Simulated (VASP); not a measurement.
A run of VASP 6.6.1:

File INCAR:

```
  PREC = Accurate
  ENCUT = 520
  EDIFF = 1E-7
  ISMEAR = 0
  SIGMA = 0.1
  LREAL = False
  LASPH = True
  NELM = 100
  ALGO = Normal
  ISIF = 2
  LWAVE = False
  LCHARG = False
  GGA = PE
  NBANDS = 22
```

Contents of KPOINTS:

```
regular mesh
0
Gamma
  8 8 8
```

Contents of POSCAR:

```
InSb3
1.0
    0.0000000000      3.7945550000      3.7945550000
    3.7945550000      0.0000000000      3.7945550000
    3.7945550000      3.7945550000      0.0000000000
In Sb
1 3
Direct
    0.0000000000      0.0000000000      0.0000000000
    0.2888345933      0.3075561561      0.2140563913
    0.7500000000      0.7500000000      0.7500000000
    0.5000000000      0.5000000000      0.5000000000
```

Potentials or basis: VASP PAW PBE potentials, release 64 (In_d, Sb).

Run with:

```bash
$ cat potpaw_PBE.64/In_d/POTCAR potpaw_PBE.64/Sb/POTCAR > POTCAR
$ mpirun -np 1 vasp_std > vasp.out
```

Hardware: 1 thread of Intel(R) Xeon(R) Platinum 8488C (Sapphire Rapids) (shared host).

Problem. How long does it take, and how much memory?

Solution. Run time: 6.5 min on 1 thread of Intel(R) Xeon(R) Platinum 8488C (Sapphire Rapids), with other jobs on the host, peak memory 0.67 GiB. Counts: scf iterations 14, k points 260.
